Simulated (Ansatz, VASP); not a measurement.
**Ir in VASP and in Ansatz**

```
Ir
1.0
    -1.46649    1.46649    1.46649
     1.46649   -1.46649    1.46649
     1.46649    1.46649   -1.46649
Ir
1
Direct
  0.00000 0.00000 0.00000
```

Change from the starting cell: volume scaled by 0.88, PAW files.

Alike in both runs: task single point; functional LDA; k mesh 20 × 20 × 20; occupations fermi-dirac, width 0.08 eV; no spin polarisation.

|  | VASP | Ansatz |
| --- | --- | --- |
| version | VASP 6.6.1 | Ansatz 0.2.0 |
| potentials or method | VASP PAW LDA potentials, release 64 (Ir) | PAW with Ansatz's default frozen-core files, scalar-relativistic |
| plane-wave cutoff (eV) | 520 | 420 |
| valence electrons in the cell | 9 | 17 |

Ansatz gave:

```
pressure (GPa) : 62.9
```

Problem. Which values does VASP return?

Solution. Pressure (GPa): 67.2.

LDA's correlation is that of Perdew and Zunger in VASP and of Perdew and Wang (1992) in Ansatz. Both programs put the cell under a high pressure, so it lies far from rest at this level. VASP's potentials hold 9 valence electrons a cell and Ansatz's 17, so a difference there can come from the potentials and not from the codes.

Neither program's run includes spin-orbit coupling. Noted on VASP's run: the cell as given lies far from equilibrium.
